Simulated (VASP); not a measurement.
Runs of VASP 6.6.1 on LiH. The structure is that of space group Fm-3m (No. 225), or close to it. The cells are those of the table. 

```tsv
cell	gap on the mesh (eV)
a = 2.801 Å, angles 60.0°, 2 atoms	2.57
a = 2.855 Å, angles 60.0°, 2 atoms	(b)
a = 2.828 Å, angles 60.0°, 2 atoms	2.60
a = 2.906 Å, angles 60.0°, 2 atoms	(a)
a = 2.955 Å, angles 60.0°, 2 atoms	2.71
```

Alike in all rows: task single point; level LDA; potentials or basis VASP PAW LDA potentials, release 64 (Li_sv, H); no spin polarisation; k mesh 8 × 8 × 8; cutoff (eV) 520; smearing methfessel-paxton 0.1 eV.

Task: Estimate the missing entries.

Result: (a) 2.67; (b) 2.62.

A k mesh can miss the band edges.
